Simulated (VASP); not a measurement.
# CoSi (P2_13) in VASP: a series of runs

Runs on CoSi. Level: PBE. Tasks: single point.

Program: VASP 6.6.1. These are calculated values, not measurements. Logs are shortened: lines on timing, memory, paths and dates and some standing lists are left out, and cuts for length are marked.

## 1. The cell of the first run

It takes space group P2_13 (No. 198, cubic). The conventional cell has a = 4.401 Å, b = 4.401 Å, c = 4.401 Å, α = 90.00°, β = 90.00°, γ = 90.00°. Within 3.0 Å of Co (site symmetry 3) lie 7 Si at 2.30 to 2.41 Å and 6 Co at 2.71 Å. Within 3.0 Å of Si (site symmetry 3) lie 7 Co at 2.30 to 2.41 Å and 6 Si at 2.72 Å.

## 2. Single point, PBE (10.66 Å³/atom)

Contents of INCAR:

```
PREC = Accurate ; ENCUT = 520
EDIFF = 1E-6 ; ISMEAR = 0
SIGMA = 0.05 ; LREAL = F
LASPH = T ; NELM = 80
ALGO = Normal ; ISIF = 2
LWAVE = F ; LCHARG = F
GGA = PE ; NBANDS = 36
```

Contents of KPOINTS:

```
Automatic mesh
0
Gamma
  8 8 8
```

Contents of POSCAR:

```
CoSi
1.0
    4.4010485817      0.0000000000      0.0000000000
    0.0000000000      4.4010485817      0.0000000000
    0.0000000000      0.0000000000      4.4010485817
Co Si
4 4
Direct
    0.1457755797      0.1457755797      0.1457755797
    0.3542244203      0.8542244203      0.6457755797
    0.6457755797      0.3542244203      0.8542244203
    0.8542244203      0.6457755797      0.3542244203
    0.8434249732      0.8434249732      0.8434249732
    0.6565750268      0.1565750268      0.3434249732
    0.3434249732      0.6565750268      0.1565750268
    0.1565750268      0.3434249732      0.6565750268
```

Potentials or basis: VASP PAW PBE potentials, release 64 (Co, Si).

On the command line:

```sh
> cat potpaw_PBE.64/Co/POTCAR potpaw_PBE.64/Si/POTCAR > POTCAR
> mpirun -np 1 vasp_std > vasp.out
```

OUTCAR:

```text
PREC = Accurate
   ENCUT = 520
   EDIFF = 1E-6
   ISMEAR = 0
   LREAL = F
   LASPH = T
   NELM = 80
   ISIF = 2
   GGA = PE

 ion  position               nearest neighbor table
   1  0.146  0.146  0.146-   5 2.30   6 2.32   7 2.32   8 2.32   7 2.41   8 2.41   6 2.41   3 2.71
                             4 2.71   2 2.71   2 2.71   4 2.71   3 2.71
   2  0.354  0.854  0.646-   6 2.30   5 2.32   7 2.32   8 2.32   7 2.41   8 2.41   5 2.41   1 2.71
                             1 2.71   3 2.71   3 2.71   4 2.71   4 2.71
   3  0.646  0.354  0.854-   7 2.30   6 2.32   5 2.32   8 2.32   8 2.41   6 2.41   5 2.41   1 2.71
                             4 2.71   2 2.71   2 2.71   4 2.71   1 2.71
   4  0.854  0.646  0.354-   8 2.30   6 2.32   7 2.32   5 2.32   6 2.41   5 2.41   7 2.41   1 2.71
                             3 2.71   2 2.71   1 2.71   2 2.71   3 2.71
   5  0.843  0.843  0.843-   1 2.30   2 2.32   3 2.32   4 2.32   3 2.41   4 2.41   2 2.41   6 2.72
                             7 2.72   8 2.72   6 2.72   8 2.72   7 2.72
   6  0.657  0.157  0.343-   2 2.30   1 2.32   3 2.32   4 2.32   3 2.41   4 2.41   1 2.41   8 2.72
                             5 2.72   5 2.72   7 2.72   7 2.72   8 2.72
   7  0.343  0.657  0.157-   3 2.30   2 2.32   1 2.32   4 2.32   4 2.41   2 2.41   1 2.41   8 2.72
                             5 2.72   8 2.72   6 2.72   6 2.72   5 2.72
   8  0.157  0.343  0.657-   4 2.30   2 2.32   3 2.32   1 2.32   2 2.41   1 2.41   3 2.41   7 2.72
                             5 2.72   7 2.72   5 2.72   6 2.72   6 2.72

  LATTYP: Found a simple cubic cell.
 ALAT       =     4.4010485817

  Lattice vectors:

 A1 = (   4.4010485817,   0.0000000000,   0.0000000000)
 A2 = (   0.0000000000,   4.4010485817,   0.0000000000)
 A3 = (   0.0000000000,   0.0000000000,   4.4010485817)

Analysis of symmetry for initial positions (statically):
=====================================================================
 Subroutine PRICEL returns:
 Original cell was already a primitive cell.

 Routine SETGRP: Setting up the symmetry group for a
 simple cubic supercell.

 Subroutine GETGRP returns: Found 12 space group operations
 (whereof  3 operations were pure point group operations)
 out of a pool of 48 trial point group operations.

The static configuration has the point symmetry C_3 .
 The point group associated with its full space group is T   .

Analysis of symmetry for dynamics (positions and initial velocities):
=====================================================================
 Subroutine PRICEL returns:
 Original cell was already a primitive cell.

 Routine SETGRP: Setting up the symmetry group for a
 simple cubic supercell.

 Subroutine GETGRP returns: Found 12 space group operations
 (whereof  3 operations were pure point group operations)
 out of a pool of 48 trial point group operations.

The dynamic configuration has the point symmetry C_3 .
 The point group associated with its full space group is T   .

 Subroutine INISYM returns: Found 12 space group operations
 (whereof  3 operations are pure point group operations),
 and found     1 'primitive' translations

----------------------------------------------------------------------------------------

                                     Primitive cell

  volume of cell :      85.2449

  direct lattice vectors                    reciprocal lattice vectors
     4.401048582  0.000000000  0.000000000     0.227218578  0.000000000  0.000000000
     0.000000000  4.401048582  0.000000000     0.000000000  0.227218578  0.000000000
     0.000000000  0.000000000  4.401048582     0.000000000  0.000000000  0.227218578

  length of vectors
     4.401048582  4.401048582  4.401048582     0.227218578  0.227218578  0.227218578

  position of ions in fractional coordinates (direct lattice)
     0.145775580  0.145775580  0.145775580
     0.354224420  0.854224420  0.645775580
     0.645775580  0.354224420  0.854224420
     0.854224420  0.645775580  0.354224420
     0.843424973  0.843424973  0.843424973
     0.656575027  0.156575027  0.343424973
     0.343424973  0.656575027  0.156575027
     0.156575027  0.343424973  0.656575027

  ion indices of the primitive-cell ions
   primitive index   ion index
                 1           1
                 2           2
                 3           3
                 4           4
                 5           5
                 6           6
                 7           7
                 8           8

----------------------------------------------------------------------------------------

 KPOINTS: Automatic mesh

Automatic generation of k-mesh.
 Grid dimensions read from file:
 generate k-points for:    8    8    8

 Generating k-lattice:

  Cartesian coordinates                     Fractional coordinates (reciprocal lattice)
     0.028402322  0.000000000  0.000000000     0.125000000  0.000000000  0.000000000
     0.000000000  0.028402322  0.000000000     0.000000000  0.125000000  0.000000000
     0.000000000  0.000000000  0.028402322     0.000000000  0.000000000  0.125000000

  Length of vectors
     0.028402322  0.028402322  0.028402322

  Shift w.r.t. Gamma in fractional coordinates (k-lattice)
     0.000000000  0.000000000  0.000000000

 Subroutine IBZKPT returns following result:
 ===========================================

 Found     45 irreducible k-points:

 Following reciprocal coordinates:
            Coordinates               Weight
  0.000000  0.000000  0.000000      1.000000
  0.125000  0.000000  0.000000      6.000000
  0.250000  0.000000  0.000000      6.000000
  0.375000  0.000000  0.000000      6.000000
  0.500000  0.000000  0.000000      3.000000
  0.125000  0.125000  0.000000     12.000000
[... 16 lines left out ...]
  0.250000  0.125000  0.125000     24.000000
  0.375000  0.125000  0.125000     24.000000
 [... further k-points ...]
   k-points           NKPTS =     45   k-points in BZ     NKDIM =     45   number of bands    NBANDS=     36
   number of dos      NEDOS =    301   number of ions     NIONS =      8
   total plane-waves  NPLWV =  46656
   dimension x,y,z NGX =    36 NGY =   36 NGZ =   36
   dimension x,y,z NGXF=    72 NGYF=   72 NGZF=   72
   ions per type =               4   4
   NGX,Y,Z   is equivalent  to a cutoff of  13.60, 13.60, 13.60 a.u.
   NGXF,Y,Z  is equivalent  to a cutoff of  27.20, 27.20, 27.20 a.u.
 SYSTEM =  unknown system
   PREC   = accura    normal or accurate (medium, high low for compatibility)
   ISTART =      0    job   : 0-new  1-cont  2-samecut
   ICHARG =      2    charge: 1-file 2-atom 10-const
   ISPIN  =      1    spin polarized calculation?
   LNONCOLLINEAR =      F non collinear calculations
   LSORBIT =      F    spin-orbit coupling
   LASPH  =      T    aspherical Exc in radial PAW
   ENCUT  =  520.0 eV  38.22 Ry    6.18 a.u.   8.18  8.18  8.18*2*pi/ulx,y,z
   NELM   =     80;   NELMIN=  2; NELMDL= -5     # of ELM steps
   EDIFF  = 0.1E-05   stopping-criterion for ELM
   LREAL  =      F    real-space projection
   EDIFFG = 0.1E-04   stopping-criterion for IOM
   NSW    =      0    number of steps for IOM
   IBRION =     -1    ionic relax: 0-MD 1-quasi-New 2-CG
   NFREE  =      0    steps in history (QN), initial steepest desc. (CG)
   ISIF   =      2    stress and relaxation
   ISYM   =      2    0-nonsym 1-usesym 2-fastsym
   POTIM  = 0.5000    time-step for ionic-motion
   TEBEG  =    0.0;   TEEND  =   0.0 temperature during run
   PSTRESS=    0.0 pullay stress
   NELECT =      52.0000    total number of electrons
   NUPDOWN=      -1.0000    fix difference up-down
   EMIN   =  10.00;   EMAX   =-10.00  energy-range for DOS
   EFERMI =   0.00;   METHOD = LEGACY
   ISMEAR =     0;   SIGMA  =   0.05  broadening in eV -4-tet -1-fermi 0-gaus
   EFERMI_NEDOS =   21; number of points for ismear=-14 and -15
   IALGO  =     38    algorithm
   IMIX   =      4    mixing-type and parameters
     AMIX     =   0.40;   BMIX     =  1.00
     AMIX_MAG =   1.60;   BMIX_MAG =  1.00
  volume/ion in A,a.u.               =      10.66        71.91
  Fermi-wavevector in a.u.,A,eV,Ry     =   1.388417  2.623727 26.227958  1.927701
  Thomas-Fermi vector in A             =   2.512545
   LORBIT       =      0    0 simple, 1 ext, 2 COOP (PROOUT), +10 PAW based schemes
   GGA     = PE    functional components
   LHFCALC =     F    Hartree Fock is set to
   AEXX    =    0.0000 exact exchange contribution
   IVDW    =     0    specifies the selected vdW correction
   LEPSILON=     F    determine dielectric tensor
   LRPA    =     F    only Hartree local field effects (RPA)
 non-spin polarized calculation
 Gauss-broadening in eV      SIGMA  =   0.05
  energy-cutoff  :      520.00
  volume of cell :       85.24
 maximum number of plane-waves:      2320
 NGX is ok and might be reduce to    36
   NGX = 17   NGY = 17   NGZ = 17

 number of electron      51.9999991 magnetization

 Free energy of the ion-electron system (eV)
  ---------------------------------------------------
  ext. energy  EPLUGINS =         0.00000000
  ---------------------------------------------------
  free energy    TOTEN  =       -54.72547382 eV

  energy without entropy =      -54.72336669  energy(sigma->0) =      -54.72442026

 E-fermi :  12.4145     XC(G=0): -12.9700

 val. band max:       12.4134607430   @ k =   0.0000   0.0000   0.0000
 cond. band min:      12.4161264328   @ k =   0.5000   0.5000   0.3750
 fundamental gap:      0.0026656898
 Fermi energy:        12.4145229216

 k-point     1 :       0.0000    0.0000    0.0000
  band No.  band energies     occupation
      1      -1.4218      2.00000
      2       4.1444      2.00000
      3       4.1444      2.00000
      4       4.1444      2.00000
      5       6.8465      2.00000
      6       6.8465      2.00000
[... 28 lines left out ...]
     35      16.0659      0.00000
     36      17.3402      0.00000
[... 866 lines left out ...]
      6       6.7090      2.00000
[... 28 lines left out ...]
     35      17.3328      0.00000
     36      18.1865      0.00000

 [... further k-points ...]

------------------------ aborting loop because EDIFF is reached ----------------------------------------

  FORCE on cell =-STRESS in cart. coord.  units (eV):
  Direction    XX          YY          ZZ          XY          YZ          ZX
  --------------------------------------------------------------------------------------
  -------------------------------------------------------------------------------------
  Total        2.4071872      2.4071872      2.4071872     -0.0000000     -0.0000000      0.0000000
  in kB       45.2430589     45.2430589     45.2430589     -0.0000000     -0.0000000      0.0000000
  external PRESSURE =      45.2430589 kB  Pullay stress =       0.0000000 kB

 VOLUME and BASIS-vectors are now :
 -----------------------------------------------------------------------------
  energy-cutoff  :      520.00
  volume of cell :       85.24
      direct lattice vectors                 reciprocal lattice vectors
     4.401048582  0.000000000  0.000000000     0.227218578  0.000000000  0.000000000
     0.000000000  4.401048582  0.000000000     0.000000000  0.227218578  0.000000000
     0.000000000  0.000000000  4.401048582     0.000000000  0.000000000  0.227218578

 POSITION                                       TOTAL-FORCE (eV/Angst)
 -----------------------------------------------------------------------------------
      0.64157      0.64157      0.64157        -0.000189     -0.000189     -0.000189
      1.55896      3.75948      2.84209         0.000189      0.000189     -0.000189
      2.84209      1.55896      3.75948        -0.000189      0.000189      0.000189
      3.75948      2.84209      1.55896         0.000189     -0.000189      0.000189
      3.71195      3.71195      3.71195         0.003178      0.003178      0.003178
      2.88962      0.68909      1.51143        -0.003178     -0.003178      0.003178
      1.51143      2.88962      0.68909         0.003178     -0.003178     -0.003178
      0.68909      1.51143      2.88962        -0.003178      0.003178     -0.003178
 -----------------------------------------------------------------------------------
    total drift:                                0.000000      0.000000      0.000000

  FREE ENERGIE OF THE ION-ELECTRON SYSTEM (eV)
  ---------------------------------------------------
  free  energy   TOTEN  =       -54.7254738199 eV

  energy  without entropy=      -54.7233666922  energy(sigma->0) =      -54.72442026
```

Wall time 2.1 min (1 thread of Intel Xeon Platinum 8259CL at 2.50GHz (Skylake/Cascade Lake), shared host); peak memory 0.26 GiB.

What came out:

```
Free energy            : -54.7255 eV
Pressure               : 4.5 GPa
Largest force          : 0.006 eV/Å
Band gap on the k mesh : zero (bands 26 and 27 overlap by 0.22 eV)
```

Forces on the atoms (eV/Å):
```
Co   0.000  0.000  0.000
Co   0.000  0.000  0.000
Co   0.000  0.000  0.000
Co   0.000  0.000  0.000
Si   0.003  0.003  0.003
Si  -0.003 -0.003  0.003
Si   0.003 -0.003 -0.003
Si  -0.003  0.003 -0.003
```

Levels at points of the mesh, in eV from the Fermi level:
```
           k point  band 22  band 23  band 24  band 25  band 26  band 27  band 28  band 29  band 30  band 31
(0.00, 0.00, 0.00)    -0.93    -0.80    -0.80     0.00     0.00     0.00     2.59     2.59     2.59     2.97
(0.50, 0.00, 0.00)    -1.06    -0.66    -0.66    -0.49    -0.49     1.03     1.03     1.56     1.56     4.35
(0.50, 0.50, 0.00)    -1.52    -1.02    -1.02    -0.03    -0.03     0.61     0.61     2.09     2.09     2.58
(0.50, 0.50, 0.50)    -1.25    -1.25    -1.25    -0.22    -0.22    -0.22    -0.22     5.55     5.55     5.55
```

Caveat: the cell stands under pressure; the run has no spin polarisation, though such a crystal can be magnetic. Spin polarisation is off, so any magnetic state and its effect on volume and gap are missing.

## 3. Single point, PBE (11.09 Å³/atom)

This run uses another cell than the first one, of 11.09 Å³/atom.

Contents of INCAR:

```
SYSTEM = CoSi
PREC = Accurate ; ENCUT = 520
EDIFF = 1E-7 ; ISMEAR = 0
SIGMA = 0.05 ; LREAL = .False.
LASPH = .True. ; NELM = 60
ALGO = Normal ; ISIF = 2
LWAVE = .False. ; LCHARG = .False.
GGA = PE ; NBANDS = 36
```

Contents of KPOINTS:

```
regular mesh
0
Gamma
  8 8 8
  0 0 0
```

Contents of POSCAR:

```
CoSi
1.0
    4.4601301093      0.0000000000      0.0000000000
    0.0000000000      4.4601301093      0.0000000000
    0.0000000000      0.0000000000      4.4601301093
Co Si
4 4
Direct
    0.1441353627      0.1441353627      0.1441353627
    0.3558646373      0.8558646373      0.6441353627
    0.6441353627      0.3558646373      0.8558646373
    0.8558646373      0.6441353627      0.3558646373
    0.8429214402      0.8429214402      0.8429214402
    0.6570785598      0.1570785598      0.3429214402
    0.3429214402      0.6570785598      0.1570785598
    0.1570785598      0.3429214402      0.6570785598
```

Potentials or basis: VASP PAW PBE potentials, release 64 (Co, Si).

On the command line:

```sh
> cat potpaw_PBE.64/Co/POTCAR potpaw_PBE.64/Si/POTCAR > POTCAR
> mpirun -np 1 vasp_std > vasp.out
```

OUTCAR:

```text
SYSTEM = CoSi
   PREC = Accurate
   ENCUT = 520
   EDIFF = 1E-7
   ISMEAR = 0
   LREAL = .False.
   LASPH = .True.
   NELM = 60
   ISIF = 2
   GGA = PE

 ion  position               nearest neighbor table
   1  0.144  0.144  0.144-   5 2.33   6 2.35   7 2.35   8 2.35   7 2.45   8 2.45   6 2.45   3 2.74
                             4 2.74   2 2.74   2 2.74   4 2.74   3 2.74
   2  0.356  0.856  0.644-   6 2.33   5 2.35   7 2.35   8 2.35   7 2.45   8 2.45   5 2.45   1 2.74
                             1 2.74   3 2.74   3 2.74   4 2.74   4 2.74
   3  0.644  0.356  0.856-   7 2.33   6 2.35   5 2.35   8 2.35   8 2.45   6 2.45   5 2.45   1 2.74
                             4 2.74   2 2.74   2 2.74   4 2.74   1 2.74
   4  0.856  0.644  0.356-   8 2.33   6 2.35   7 2.35   5 2.35   6 2.45   5 2.45   7 2.45   1 2.74
[... 1161 lines left out ...]
  external PRESSURE =     -42.3376123 kB  Pullay stress =       0.0000000 kB

 VOLUME and BASIS-vectors are now :
 -----------------------------------------------------------------------------
  energy-cutoff  :      520.00
  volume of cell :       88.72
      direct lattice vectors                 reciprocal lattice vectors
     4.460130109  0.000000000  0.000000000     0.224208706  0.000000000  0.000000000
     0.000000000  4.460130109  0.000000000     0.000000000  0.224208706  0.000000000
     0.000000000  0.000000000  4.460130109     0.000000000  0.000000000  0.224208706

 POSITION                                       TOTAL-FORCE (eV/Angst)
 -----------------------------------------------------------------------------------
      0.64286      0.64286      0.64286         0.002572      0.002572      0.002572
      1.58720      3.81727      2.87293        -0.002572     -0.002572      0.002572
      2.87293      1.58720      3.81727         0.002572     -0.002572     -0.002572
      3.81727      2.87293      1.58720        -0.002572      0.002572     -0.002572
      3.75954      3.75954      3.75954        -0.001658     -0.001658     -0.001658
      2.93066      0.70059      1.52947         0.001658      0.001658     -0.001658
      1.52947      2.93066      0.70059        -0.001658      0.001658      0.001658
      0.70059      1.52947      2.93066         0.001658     -0.001658      0.001658
 -----------------------------------------------------------------------------------
    total drift:                               -0.000000      0.000000      0.000000

  FREE ENERGIE OF THE ION-ELECTRON SYSTEM (eV)
  ---------------------------------------------------
  free  energy   TOTEN  =       -54.7246819138 eV

  energy  without entropy=      -54.7225142486  energy(sigma->0) =      -54.72359808
```

OSZICAR:

```text
N       E                     dE             d eps       ncg     rms          rms(c)
DAV:   1     0.350422799798E+03    0.35042E+03   -0.22025E+04  3240   0.165E+03
DAV:   2    -0.315039639647E+02   -0.38193E+03   -0.36475E+03  3240   0.359E+02
DAV:   3    -0.594491945444E+02   -0.27945E+02   -0.26619E+02  3556   0.117E+02
DAV:   4    -0.606039607239E+02   -0.11548E+01   -0.11404E+01  4188   0.215E+01
DAV:   5    -0.606470809039E+02   -0.43120E-01   -0.43068E-01  4140   0.400E+00    0.269E+01
DAV:   6    -0.673523483354E+02   -0.67053E+01   -0.11289E+02  4252   0.134E+02    0.286E+01
DAV:   7    -0.546273498120E+02    0.12725E+02   -0.48748E+01  3752   0.975E+01    0.693E+00
DAV:   8    -0.548234801679E+02   -0.19613E+00   -0.41783E+00  3584   0.101E+01    0.290E+00
DAV:   9    -0.547293283737E+02    0.94152E-01   -0.24716E-01  4608   0.601E+00    0.939E-01
DAV:  10    -0.547256859108E+02    0.36425E-02   -0.16921E-02  3676   0.826E-01    0.305E-01
DAV:  11    -0.547247458380E+02    0.94007E-03   -0.23299E-03  5268   0.539E-01    0.104E-01
DAV:  12    -0.547246880107E+02    0.57827E-04   -0.20012E-04  4692   0.131E-01    0.395E-02
DAV:  13    -0.547246850996E+02    0.29111E-05   -0.67488E-05  5044   0.522E-02    0.301E-02
DAV:  14    -0.547246818182E+02    0.32813E-05   -0.17841E-05  4672   0.363E-02    0.249E-03
DAV:  15    -0.547246818585E+02   -0.40317E-07   -0.10125E-06  3624   0.710E-03    0.152E-03
DAV:  16    -0.547246819138E+02   -0.55244E-07   -0.32782E-08  1860   0.134E-03
   1 F= -.54724682E+02 E0= -.54723598E+02  d E =-.216767E-02
```

stdout:

```text
POSCAR found type information on POSCAR CoSi
 POSCAR found :  2 types and       8 ions
 scaLAPACK will be used
 LDA part: xc-table for (Slater+PW92), standard interpolation
 POSCAR, INCAR and KPOINTS ok, starting setup
 FFT: planning ... GRIDC
 FFT: planning ... GRID_SOFT
 FFT: planning ... GRID
 WAVECAR not read
 entering main loop
```

Wall time 2.4 min (1 thread of Intel Xeon Platinum 8259CL at 2.50GHz (Skylake/Cascade Lake), shared host); peak memory 0.26 GiB.

Results:

```
Free energy            : -54.7247 eV
Pressure               : -4.2 GPa
Largest force          : 0.004 eV/Å
Band gap on the k mesh : zero (bands 26 and 27 overlap by 0.21 eV)
```

Forces on the atoms (eV/Å):
```
Co   0.003  0.003  0.003
Co  -0.003 -0.003  0.003
Co   0.003 -0.003 -0.003
Co  -0.003  0.003 -0.003
Si  -0.002 -0.002 -0.002
Si   0.002  0.002 -0.002
Si  -0.002  0.002  0.002
Si   0.002 -0.002  0.002
```

Caveat: the cell stands under tension; the run has no spin polarisation, though such a crystal can be magnetic. Spin polarisation is off, so any magnetic state and its effect on volume and gap are missing.

(Part 1 of 2 ends here.)
